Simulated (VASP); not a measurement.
Wanted: the native input for a VASP 6.6.1 run.

```
Task                   : single point
Functional             : PBE
Potentials or basis    : VASP PAW PBE potentials, release 64 (Ti_sv, O)
Cutoff                 : 600 eV
k mesh                 : 10 × 10 × 10
Occupations            : gaussian, width 0.02 eV
Spin                   : no spin polarisation
Dipole correction      : no
Further INCAR settings : ALGO = Normal; EDIFF = 1e-06; NBANDS = 33
```

The structure of TiO2 lies in POSCAR:

```
TiO2
1.0
   -1.8994821030      1.8994821030      4.8502670077
    1.8994821030     -1.8994821030      4.8502670077
    1.8994821030      1.8994821030     -4.8502670077
Ti O
2 4
Direct
    0.0000000000      0.0000000000      0.0000000000
    0.7500000000      0.2500000000      0.5000000000
    0.2064519537      0.2064519537      0.0000000000
    0.9564519537      0.4564519537      0.5000000000
    0.5435480463      0.0435480463      0.5000000000
    0.7935480463      0.7935480463      0.0000000000
```

The input as run:

INCAR

```
SYSTEM = TiO2
  PREC = Accurate
  ENCUT = 600
  EDIFF = 1E-6
  ISMEAR = 0
  SIGMA = 0.02
  LREAL = .FALSE.
  LASPH = .TRUE.
  NELM = 120
  ALGO = Normal
  ISIF = 2
  LWAVE = .FALSE.
  LCHARG = .FALSE.
  GGA = PE
  NBANDS = 33
  GGA_COMPAT = .FALSE.
```

KPOINTS

```
Automatic mesh
0
G
  10 10 10
  0 0 0
```

Potentials or basis: VASP PAW PBE potentials, release 64 (Ti_sv, O).

The run is started by

```console
$ cat potpaw_PBE.64/Ti_sv/POTCAR potpaw_PBE.64/O/POTCAR > POTCAR
$ mpirun -np 1 vasp_std > vasp.out
```

It gave:

```json
{
  "Pressure": "0.4 GPa",
  "Largest force": "0.018 eV/Å",
  "Band gap on the k mesh": "2.11 eV (least direct gap 2.41 eV)"
}
```

Run time: 13 min on 1 thread of Oxide Virtual Turin-like Processor, on a shared host, peak memory 0.43 GiB.
